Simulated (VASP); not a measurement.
# C (a cell with a defect) in VASP: notebook

C (a cell with a defect) is run at these levels: PBE; tasks: single point.

All numbers are computed with VASP 6.6.1; they aren't measurements. Logs are shortened: lines on timing, memory, paths and dates and some standing lists are left out, and cuts for length are marked.

**1. The cell of the first run**

The cell holds a defect, 15 atoms: a = 5.051 Å, b = 5.051 Å, c = 5.051 Å, α = 60.00°, β = 60.00°, γ = 60.00°.

**2. Single point, PBE**

INCAR

```
ALGO = Normal
EDIFF = 1E-6
ENCUT = 520
GGA = PE
ISIF = 2
ISMEAR = 0
LASPH = T
LCHARG = F
LREAL = Auto
LWAVE = F
NBANDS = 43
NELM = 100
PREC = Accurate
SIGMA = 0.05
```

KPOINTS

```
k-points
0
Gamma
  6 6 6
```

POSCAR

```
C
1.0
    3.5715485858      0.0000000000     -3.5715485858
    0.0000000000      3.5715485858     -3.5715485858
    3.5715485858      3.5715485858      0.0000000000
C
15
Direct
    0.2500000000      0.2500000000      0.2500000000
    0.2500000000      0.7500000000      0.7500000000
    0.2500000000      0.7500000000      0.2500000000
    0.7500000000      0.2500000000      0.7500000000
    0.7500000000      0.2500000000      0.2500000000
    0.7500000000      0.7500000000      0.7500000000
    0.7500000000      0.7500000000      0.2500000000
    0.1250000000      0.1250000000      0.1250000000
    0.1250000000      0.1250000000      0.6250000000
    0.1250000000      0.6250000000      0.1250000000
    0.3006529523      0.5781250000      0.5606110239
    0.6250000000      0.1250000000      0.1250000000
    0.6250000000      0.1250000000      0.6250000000
    0.6250000000      0.6250000000      0.1250000000
    0.6250000000      0.6250000000      0.6250000000
```

Potentials or basis: VASP PAW PBE potentials, release 64 (C).

Command:

```sh
cat potpaw_PBE.64/C/POTCAR > POTCAR
mpirun -np 1 vasp_std > vasp.out
```

OUTCAR:

```text
EDIFF = 1E-6
   ENCUT = 520
   GGA = PE
   ISIF = 2
   ISMEAR = 0
   LASPH = T
   LREAL = Auto
   NELM = 100
   PREC = Accurate

 ion  position               nearest neighbor table
   1  0.250  0.250  0.250-   8 1.55   9 1.55  10 1.55  12 1.55
   2  0.250  0.750  0.750-  11 1.45  10 1.55   9 1.55  15 1.55
   3  0.250  0.750  0.250-  11 1.45  10 1.55   8 1.55  14 1.55
   4  0.750  0.250  0.750-   9 1.55  12 1.55  13 1.55  15 1.55
   5  0.750  0.250  0.250-   8 1.55  12 1.55  13 1.55  14 1.55
   6  0.750  0.750  0.750-  13 1.55  14 1.55  15 1.55
   7  0.750  0.750  0.250-  10 1.55  12 1.55  14 1.55  15 1.55
   8  0.125  0.125  0.125-   1 1.55   3 1.55   5 1.55
   9  0.125  0.125  0.625-   1 1.55   2 1.55   4 1.55
  10  0.125  0.625  0.125-   1 1.55   2 1.55   3 1.55   7 1.55
  11  0.301  0.578  0.561-   2 1.45   3 1.45  15 1.96  14 1.96  13 2.02
  12  0.625  0.125  0.125-   1 1.55   4 1.55   5 1.55   7 1.55
  13  0.625  0.125  0.625-   4 1.55   5 1.55   6 1.55  11 2.02
  14  0.625  0.625  0.125-   3 1.55   5 1.55   6 1.55   7 1.55  11 1.96
  15  0.625  0.625  0.625-   2 1.55   4 1.55   6 1.55   7 1.55  11 1.96

  LATTYP: Found a face centered cubic cell.
 ALAT       =     7.1430971716

  Lattice vectors:

 A1 = (   3.5715485858,   0.0000000000,  -3.5715485858)
 A2 = (   0.0000000000,   3.5715485858,  -3.5715485858)
 A3 = (   3.5715485858,   3.5715485858,   0.0000000000)

Analysis of symmetry for initial positions (statically):
=====================================================================
 Subroutine PRICEL returns:
 Original cell was already a primitive cell.

 Routine SETGRP: Setting up the symmetry group for a
 face centered cubic supercell.

 Subroutine GETGRP returns: Found  2 space group operations
 (whereof  2 operations were pure point group operations)
 out of a pool of 48 trial point group operations.

The static configuration has the point symmetry C_1h.

Analysis of symmetry for dynamics (positions and initial velocities):
=====================================================================
 Subroutine PRICEL returns:
 Original cell was already a primitive cell.

 Routine SETGRP: Setting up the symmetry group for a
 face centered cubic supercell.

 Subroutine GETGRP returns: Found  2 space group operations
 (whereof  2 operations were pure point group operations)
 out of a pool of 48 trial point group operations.
[... 142 lines left out ...]
   ISMEAR =     0;   SIGMA  =   0.05  broadening in eV -4-tet -1-fermi 0-gaus
   EFERMI_NEDOS =   21; number of points for ismear=-14 and -15
   IALGO  =     38    algorithm
   IMIX   =      4    mixing-type and parameters
     AMIX     =   0.40;   BMIX     =  1.00
     AMIX_MAG =   1.60;   BMIX_MAG =  1.00
  volume/ion in A,a.u.               =       6.07        40.99
  Fermi-wavevector in a.u.,A,eV,Ry     =   1.424269  2.691478 27.599992  2.028542
  Thomas-Fermi vector in A             =   2.544778
   LORBIT       =      0    0 simple, 1 ext, 2 COOP (PROOUT), +10 PAW based schemes
   GGA     = PE    functional components
   LHFCALC =     F    Hartree Fock is set to
   AEXX    =    0.0000 exact exchange contribution
   IVDW    =     0    specifies the selected vdW correction
   LEPSILON=     F    determine dielectric tensor
   LRPA    =     F    only Hartree local field effects (RPA)
 non-spin polarized calculation
 Gauss-broadening in eV      SIGMA  =   0.05
  energy-cutoff  :      520.00
  volume of cell :       91.12
 maximum number of plane-waves:      2475
 NGX is ok and might be reduce to    40
   NGX = 19   NGY = 19   NGZ = 19

 number of electron      59.9999995 magnetization

 Free energy of the ion-electron system (eV)
  ---------------------------------------------------
  ext. energy  EPLUGINS =         0.00000000
  ---------------------------------------------------
  free energy    TOTEN  =      -125.96235927 eV

  energy without entropy =     -125.95880433  energy(sigma->0) =     -125.96058180

 E-fermi :   9.3895     XC(G=0): -12.9242

 val. band max:        9.3864774586   @ k =   0.3333   0.0000  -0.3333
 cond. band min:       9.4131896821   @ k =   0.0000  -0.1667   0.1667
 fundamental gap:      0.0267122235
 Fermi energy:         9.3895011637

 k-point     1 :       0.0000    0.0000    0.0000
  band No.  band energies     occupation
      1     -12.4979      2.00000
      2      -7.4285      2.00000
      3      -7.4141      2.00000
      4      -6.7908      2.00000
      5      -5.9449      2.00000
      6      -5.1342      2.00000
[... 1069 lines left out ...]
     41      17.6111      0.00000
     42      17.8391      0.00000

 [... further k-points ...]

 [bands above 42 left out]

------------------------ aborting loop because EDIFF is reached ----------------------------------------

  FORCE on cell =-STRESS in cart. coord.  units (eV):
  Direction    XX          YY          ZZ          XY          YZ          ZX
  --------------------------------------------------------------------------------------
  -------------------------------------------------------------------------------------
  Total       -3.1010129     -3.1010129      9.8214004      2.3548159      5.7255632     -5.7255620
  in kB      -54.5273596    -54.5273596    172.6968102     41.4064376    100.6767333   -100.6767120
  external PRESSURE =      21.2140304 kB  Pullay stress =       0.0000000 kB

 VOLUME and BASIS-vectors are now :
 -----------------------------------------------------------------------------
  energy-cutoff  :      520.00
  volume of cell :       91.12
      direct lattice vectors                 reciprocal lattice vectors
     3.571548586  0.000000000 -3.571548586     0.139995296 -0.139995296 -0.139995296
     0.000000000  3.571548586 -3.571548586    -0.139995296  0.139995296 -0.139995296
     3.571548586  3.571548586  0.000000000     0.139995296  0.139995296  0.139995296

 POSITION                                       TOTAL-FORCE (eV/Angst)
 -----------------------------------------------------------------------------------
      1.78577      1.78577     -1.78577         0.017962     -0.017962     -0.924356
      3.57155      5.35732     -3.57155         1.246443      0.571434     -2.003936
      1.78577      3.57155     -3.57155        -0.571434     -1.246443     -2.003936
      5.35732      3.57155     -3.57155         1.086877      0.035042     -0.657645
      3.57155      1.78577     -3.57155        -0.035042     -1.086877     -0.657645
      5.35732      5.35732     -5.35732        -1.937447      1.937447      1.366553
      3.57155      3.57155     -5.35732         0.039135     -0.039135     -0.601790
      0.89289      0.89289     -0.89289         1.426145      1.347471      2.676843
      2.67866      2.67866     -0.89289        -1.347471     -1.426145      2.676843
      0.89289      2.67866     -2.67866         0.297359     -0.297359      0.767116
      3.07605      4.06705     -3.13860        -3.838702      3.838702      6.716098
      2.67866      0.89289     -2.67866        -0.126329      0.126329      0.038890
      4.46444      2.67866     -2.67866         1.096547     -1.096547     -2.526479
      2.67866      2.67866     -4.46444        -0.162005     -2.807963     -2.433278
      4.46444      4.46444     -4.46444         2.807963      0.162005     -2.433278
 -----------------------------------------------------------------------------------
    total drift:                               -0.001416      0.001415      0.000073

  FREE ENERGIE OF THE ION-ELECTRON SYSTEM (eV)
  ---------------------------------------------------
  free  energy   TOTEN  =      -125.9623592691 eV

  energy  without entropy=     -125.9588043337  energy(sigma->0) =     -125.96058180
```

OSZICAR:

```text
N       E                     dE             d eps       ncg     rms          rms(c)
DAV:   1     0.175392958566E+03    0.17539E+03   -0.31924E+04  5848   0.136E+03
DAV:   2    -0.116112488630E+03   -0.29151E+03   -0.27813E+03  7206   0.265E+02
DAV:   3    -0.129854670196E+03   -0.13742E+02   -0.13570E+02  7568   0.539E+01
DAV:   4    -0.130054071080E+03   -0.19940E+00   -0.19880E+00  7640   0.676E+00
DAV:   5    -0.130057789224E+03   -0.37181E-02   -0.37156E-02  7520   0.925E-01    0.145E+01
DAV:   6    -0.126897421108E+03    0.31604E+01   -0.30342E+00  7016   0.759E+00    0.846E+00
DAV:   7    -0.125975496478E+03    0.92192E+00   -0.21114E+00  7112   0.658E+00    0.276E+00
DAV:   8    -0.125959344766E+03    0.16152E-01   -0.16832E-01  7605   0.198E+00    0.133E+00
DAV:   9    -0.125962513579E+03   -0.31688E-02   -0.33594E-02  7280   0.887E-01    0.385E-01
DAV:  10    -0.125962250458E+03    0.26312E-03   -0.49813E-03  7208   0.325E-01    0.160E-01
DAV:  11    -0.125962323807E+03   -0.73349E-04   -0.14124E-03  7152   0.176E-01    0.394E-02
DAV:  12    -0.125962342892E+03   -0.19084E-04   -0.19204E-04  7160   0.686E-02    0.214E-02
DAV:  13    -0.125962356940E+03   -0.14049E-04   -0.23099E-05  7232   0.256E-02    0.755E-03
DAV:  14    -0.125962359067E+03   -0.21266E-05   -0.30078E-06  6288   0.987E-03    0.260E-03
DAV:  15    -0.125962359269E+03   -0.20204E-06   -0.47657E-07  4120   0.387E-03
   1 F= -.12596236E+03 E0= -.12596058E+03  d E =-.355494E-02
```

It took 8.5 min on 1 thread of AMD EPYC 7R43 (Zen 3), shared host; peak memory 0.28 GiB.

What came out:

```yaml
Free_energy: -125.9624 eV
Pressure: 2.1 GPa
Largest_force: 8.636 eV/Å
Band_gap_on_the_k_mesh: zero (bands 30 and 31 overlap by 0.78 eV)
```

Forces in eV/Å, atoms in the order of the input:
```
C    0.018 -0.018 -0.924
C    1.246  0.571 -2.004
C   -0.571 -1.246 -2.004
C    1.087  0.035 -0.658
C   -0.035 -1.087 -0.658
C   -1.937  1.937  1.367
C    0.039 -0.039 -0.602
C    1.426  1.347  2.677
C   -1.347 -1.426  2.677
C    0.297 -0.297  0.767
C   -3.839  3.839  6.716
C   -0.126  0.126  0.039
C    1.097 -1.097 -2.526
C   -0.162 -2.808 -2.433
C    2.808  0.162 -2.433
```

Levels at points of the mesh, in eV from the Fermi level:
```
           k point  band 27  band 28  band 29  band 30  band 31  band 32  band 33  band 34
(0.00, 0.00, 0.00)    -1.83    -1.69    -0.44     0.04     1.04     1.91     3.29     4.38
(0.50, 0.00, 0.00)    -2.98    -2.36    -2.19    -2.18     1.42     1.51     2.81     5.50
(0.00, 0.50, 0.00)    -3.75    -2.78    -1.43     0.24     0.61     1.65     2.89     5.44
(0.00, 0.00, 0.50)    -2.53    -2.44    -1.98    -1.33     0.52     1.58     2.83     5.36
(0.50, 0.50, 0.00)    -3.98    -3.10    -2.60    -2.16     0.81     1.51     2.80     4.00
(0.00, 0.50, 0.50)    -3.71    -3.24    -1.31    -0.73    -0.41     1.49     2.68     4.56
```

Caveat: the cell differs from its parent crystal (atoms taken out, atom 11 moved 0.125 of the way to it and -0.700 Å across, host rigid).

**3. Single point, PBE**

INCAR

```
PREC = Accurate
ENCUT = 520
EDIFF = 1E-7
ISMEAR = 0
SIGMA = 0.05
LREAL = Auto
LASPH = True
NELM = 80
ALGO = Normal
ISIF = 2
LWAVE = False
LCHARG = False
GGA = PE
NBANDS = 43
```

KPOINTS

```
regular mesh
0
Gamma
  6 6 6
```

POSCAR: that of step 2 with these lines changed.

```diff
@@ -18,3 +18,3 @@
     0.1250000000      0.6250000000      0.1250000000
-    0.3006529523      0.5781250000      0.5606110239
+    0.2694029523      0.6718750000      0.5293610239
     0.6250000000      0.1250000000      0.1250000000
```

Potentials or basis: VASP PAW PBE potentials, release 64 (C).

Command:

```sh
cat potpaw_PBE.64/C/POTCAR > POTCAR
mpirun -np 1 vasp_std > vasp.out
```

Run time: 10 min. Hardware: 1 thread of AMD EPYC 7R43 (Zen 3), shared host; peak memory 0.28 GiB.

The run converged. Its results:

```yaml
Free_energy: -125.1275 eV
Pressure: 11.5 GPa
Largest_force: 10.787 eV/Å
Band_gap_on_the_k_mesh: zero (bands 30 and 31 overlap by 0.72 eV)
```

Forces in eV/Å, atoms in the order of the input:
```
C    0.057 -0.057 -0.726
C    3.161  4.165 -3.674
C   -4.165 -3.161 -3.674
C    0.253  0.233  0.040
C   -0.233 -0.253  0.040
C   -2.237  2.237  0.434
C    0.139 -0.139 -0.643
C    0.135  1.177  1.228
C   -1.177 -0.135  1.228
C    0.204 -0.204  1.540
C   -1.575  1.575 10.555
C   -0.103  0.103 -0.117
C    2.149 -2.149 -1.203
C    0.157 -3.233 -2.515
C    3.233 -0.157 -2.515
```

Stress tensor (GPa, compression positive):
```
 9.02  7.10 -4.22
 7.10  9.02  4.22
-4.22  4.22 16.39
```

Levels at points of the mesh, in eV from the Fermi level:
| k point | band 26 | band 27 | band 28 | band 29 | band 30 | band 31 | band 32 | band 33 | band 34 | band 35 |
| --- | --- | --- | --- | --- | --- | --- | --- | --- | --- | --- |
| (0.00, 0.00, 0.00) | -2.86 | -2.36 | -2.19 | -0.86 | 0.03 | 0.57 | 1.62 | 2.94 | 4.17 | 4.18 |
| (0.50, 0.00, 0.00) | -4.59 | -3.31 | -2.64 | -2.57 | -1.64 | 0.92 | 1.04 | 2.91 | 5.13 | 5.20 |
| (0.00, 0.50, 0.00) | -4.31 | -4.08 | -3.80 | -1.42 | -0.05 | 0.17 | 1.51 | 2.39 | 5.06 | 5.11 |
| (0.00, 0.00, 0.50) | -3.82 | -3.19 | -2.93 | -2.16 | -2.00 | 0.59 | 1.48 | 2.30 | 4.88 | 4.93 |
| (0.50, 0.50, 0.00) | -4.43 | -4.36 | -4.18 | -2.78 | -2.01 | 0.68 | 0.99 | 2.53 | 3.94 | 5.35 |
| (0.00, 0.50, 0.50) | -4.65 | -4.04 | -3.06 | -1.77 | -1.22 | -0.24 | 1.34 | 2.12 | 4.30 | 5.00 |

Caveat: the cell differs from its parent crystal (atoms taken out, atom 11 moved -0.125 of the way to it and -0.700 Å across, host rigid).

**4. Single point, PBE**

INCAR

```
SYSTEM = C
PREC = Accurate
ENCUT = 520
EDIFF = 1E-6
ISMEAR = 0
SIGMA = 0.05
LREAL = Auto
LASPH = .TRUE.
NELM = 80
ALGO = Normal
ISIF = 2
LWAVE = .FALSE.
LCHARG = .TRUE.
GGA = PE
LELF = .TRUE.
LVHAR = .TRUE.
NBANDS = 43
```

KPOINTS

```
Automatic mesh
0
G
  6 6 6
  0 0 0
```

POSCAR: that of step 3 with these lines changed.

```diff
@@ -18,3 +18,3 @@
     0.1250000000      0.6250000000      0.1250000000
-    0.2694029523      0.6718750000      0.5293610239
+    0.2206389761      0.5781250000      0.6006180119
     0.6250000000      0.1250000000      0.1250000000
```

Command:

```sh
cat potpaw_PBE.64/C/POTCAR > POTCAR
mpirun -np 1 vasp_std > vasp.out
```

It took 8.6 min on 1 thread of AMD EPYC 7R43 (Zen 3), shared host; peak memory 0.28 GiB.

The run converged. Its results:

```
Free energy            : -128.5841 eV
Pressure               : -4.1 GPa
Largest force          : 6.717 eV/Å
Band gap on the k mesh : zero (bands 30 and 31 overlap by 1.67 eV)
```

Forces on the atoms (eV/Å):
```
C    0.008 -0.008 -0.917
C    1.747 -0.346 -1.393
C    0.346 -1.747 -1.393
C    0.329  0.544 -0.380
C   -0.544 -0.329 -0.380
C   -0.270  0.270  0.961
C   -0.042  0.042 -0.013
C    1.918  1.836  2.693
C   -1.836 -1.918  2.693
C    0.001 -0.001  0.399
C   -4.268  4.268  2.948
C    0.023 -0.023  0.070
C    1.456 -1.456 -2.558
C   -0.300 -1.430 -1.366
C    1.430  0.300 -1.366
```

Stress tensor (GPa, compression positive):
```
-10.08   6.61  -5.05
  6.61 -10.08   5.05
 -5.05   5.05   7.82
```

Levels at points of the mesh, in eV from the Fermi level:
| k point | band 26 | band 27 | band 28 | band 29 | band 30 | band 31 | band 32 | band 33 | band 34 | band 35 |
| --- | --- | --- | --- | --- | --- | --- | --- | --- | --- | --- |
| (0.00, 0.00, 0.00) | -2.45 | -1.73 | -1.62 | -1.13 | 1.37 | 1.91 | 2.13 | 3.19 | 4.33 | 4.47 |
| (0.50, 0.00, 0.00) | -4.10 | -3.85 | -2.30 | -2.20 | -2.11 | 1.27 | 1.33 | 4.37 | 5.59 | 5.73 |
| (0.00, 0.50, 0.00) | -3.99 | -3.96 | -2.64 | -1.80 | -0.66 | 0.83 | 1.35 | 4.07 | 5.62 | 5.68 |
| (0.00, 0.00, 0.50) | -3.87 | -2.82 | -2.39 | -2.33 | -1.92 | 0.87 | 2.02 | 3.73 | 5.51 | 5.63 |
| (0.50, 0.50, 0.00) | -4.03 | -3.85 | -3.32 | -3.17 | -2.16 | 0.57 | 1.35 | 3.69 | 4.19 | 6.15 |
| (0.00, 0.50, 0.50) | -4.23 | -3.66 | -3.43 | -2.04 | -1.57 | -0.12 | 0.97 | 3.85 | 4.56 | 6.00 |

Caveat: the cell differs from its parent crystal (atoms taken out, atom 11 moved 0.125 of the way to it and -0.350 Å across, host rigid).

**5. Single point, PBE**

INCAR

```
ALGO = Normal
EDIFF = 1E-7
ENCUT = 520
GGA = PE
ISIF = 2
ISMEAR = 0
LASPH = T
LCHARG = F
LREAL = Auto
LWAVE = F
NBANDS = 43
NELM = 100
PREC = Accurate
SIGMA = 0.05
```

KPOINTS

```
k-points
0
Gamma
  6 6 6
```

POSCAR: that of step 4 with these lines changed.

```diff
@@ -18,3 +18,3 @@
     0.1250000000      0.6250000000      0.1250000000
-    0.2206389761      0.5781250000      0.6006180119
+    0.0118470477      0.4843750000      0.7518889761
     0.6250000000      0.1250000000      0.1250000000
```

Command:

```sh
cat potpaw_PBE.64/C/POTCAR > POTCAR
mpirun -np 1 vasp_std > vasp.out
```

Run time: 8.9 min. Hardware: 1 thread of AMD EPYC 7R43 (Zen 3), shared host; peak memory 0.28 GiB.

Results (log left out):

```yaml
Free_energy: -123.9538 eV
Pressure: 2.7 GPa
Largest_force: 12.255 eV/Å
Band_gap_on_the_k_mesh: zero (bands 30 and 31 overlap by 0.88 eV)
```

Forces in eV/Å, atoms in the order of the input:
```
C   -0.237  0.237 -0.311
C    1.934  2.122 -1.520
C   -2.122 -1.934 -1.520
C   -1.135 -0.105  1.583
C    0.105  1.135  1.583
C   -4.157  4.157  2.697
C    0.097 -0.097 -0.464
C    1.100  2.494  1.155
C   -2.494 -1.100  1.155
C    0.136 -0.136  0.181
C    6.916 -6.916 -7.384
C    0.046 -0.046  0.026
C    2.317 -2.317 -1.926
C    0.255  2.763  2.373
C   -2.763 -0.255  2.373
```

Stress tensor (GPa, compression positive):
```
  5.00   4.76 -16.66
  4.76   5.00  16.66
-16.66  16.66  -2.02
```

Levels at points of the mesh, in eV from the Fermi level:
```tsv
k point	band 28	band 29	band 30	band 31	band 32	band 33
(0.00, 0.00, 0.00)	-1.12	-1.05	0.43	1.10	1.43	3.22
(0.50, 0.00, 0.00)	-2.41	-2.22	-2.05	1.72	2.40	3.14
(0.00, 0.50, 0.00)	-1.19	-0.83	-0.36	0.84	1.03	3.16
(0.00, 0.00, 0.50)	-2.29	-2.20	-1.17	0.55	1.28	2.95
(0.50, 0.50, 0.00)	-3.05	-1.25	-0.81	-0.33	0.61	2.99
(0.00, 0.50, 0.50)	-3.43	-1.75	-0.71	0.06	2.37	2.44
```

Caveat: the cell differs from its parent crystal (atoms taken out, atom 11 moved 0.375 of the way to it and +0.700 Å across, host rigid).

(Part 1 of 2 ends here.)
